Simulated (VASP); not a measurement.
Ga3Se, 4 atoms in the cell. It takes space group Pm-3m (No. 221, cubic). Conventional cell: a = 4.297 Å, b = 4.297 Å, c = 4.297 Å, α = 90.00°, β = 90.00°, γ = 90.00°. Ga (site symmetry 4/mmm) has 8 Ga at 3.04 Å and 4 Se at 3.04 Å within 4.0 Å. Se (site symmetry m-3m) has 12 Ga at 3.04 Å within 4.0 Å. 

- Program: VASP 6.6.1
- Task: single point
- Functional: PBEsol
- Potentials or basis: VASP PAW PBE potentials, release 64 (Ga_d, Se)
- Cutoff: 520 eV
- k mesh: 10 × 10 × 10
- Occupations: gaussian, width 0.1 eV
- Spin: no spin polarisation
- Dipole correction: no
- Further INCAR settings: ALGO = Normal; EDIFF = 1e-06; NBANDS = 30

Potentials or basis: VASP PAW PBE potentials, release 64 (Ga_d, Se).

The run is started by

```bash
$ cat potpaw_PBE.64/Ga_d/POTCAR potpaw_PBE.64/Se/POTCAR > POTCAR
$ mpirun -np 1 vasp_std > vasp.out
```

Hardware: 1 thread of Intel(R) Xeon(R) 6975P-C (Granite Rapids), on a shared host.

Task: Estimate the wall time of this run.

Result: Wall time 39 s on 1 thread of Intel(R) Xeon(R) 6975P-C (Granite Rapids) (shared host), peak memory 0.24 GiB. Counts: scf iterations 12, k points 56.
